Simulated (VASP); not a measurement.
Here is a VASP 6.6.1 calculation.

POSCAR

```
TlBr
1.0
    3.9949064284      0.0000000000      0.0000000000
    0.0000000000      3.9949064284      0.0000000000
    0.0000000000      0.0000000000      3.9949064284
Tl Br
1 1
Direct
    0.0000000000      0.0000000000      0.0000000000
    0.5000000000      0.5000000000      0.5000000000
```

The input INCAR.step1:

```
PREC     = Accurate       # precision mode
ENCUT    = 400            # plane-wave cutoff, eV
EDIFF    = 1E-5           # SCF threshold, eV
ISMEAR   = 0              # smearing method
SIGMA    = 0.01           # smearing width, eV
LREAL    = F              # projectors in reciprocal space
LASPH    = T              # aspherical terms in the spheres
NELM     = 120            # most SCF steps
ALGO     = Normal         # electronic algorithm
ISIF     = 2              # what is computed and relaxed
LWAVE    = T              # write WAVECAR
LCHARG   = F              # write CHGCAR
GGA      = PE             # functional
NBANDS   = 17             # bands
GGA_COMPAT= F
```

Contents of INCAR.step2:

```
PREC     = Accurate       # precision mode
ENCUT    = 400            # plane-wave cutoff, eV
EDIFF    = 1E-6           # SCF threshold, eV
ISMEAR   = 0              # smearing method
SIGMA    = 0.01           # smearing width, eV
LREAL    = F              # projectors in reciprocal space
LASPH    = T              # aspherical terms in the spheres
NELM     = 120            # most SCF steps
ALGO     = Normal         # electronic algorithm
ISIF     = 2              # what is computed and relaxed
LWAVE    = F              # write WAVECAR
LCHARG   = F              # write CHGCAR
GGA      = PE             # functional
LHFCALC  = T              # exact exchange
AEXX     = 0.15           # exact-exchange fraction
HFSCREEN = 0.2078         # screening, 1/A
PRECFOCK = Normal       
ISTART   = 1            
NBANDS   = 17             # bands
GGA_COMPAT= F
```

Contents of KPOINTS:

```
regular mesh
0
Gamma
  4 4 4
```

Potentials or basis: VASP PAW PBE potentials, release 64 (Tl_d, Br).

Run with:

```sh
$ cat potpaw_PBE.64/Tl_d/POTCAR potpaw_PBE.64/Br/POTCAR > POTCAR
$ cp INCAR.step1 INCAR
$ mpirun -np 1 vasp_std > vasp.out
$ cp INCAR.step2 INCAR
$ mpirun -np 1 vasp_std > vasp.out
```

(1) What does it give for the band gap on the k mesh?

(2) Estimate the pressure.

Answers

(1) 2.30 eV.

(2) 0.8 GPa.

Caveat: the PAW data sets were made with another functional, which shifts forces and pressure a little; spin-orbit coupling is left out, which moves the levels of the heavy elements.
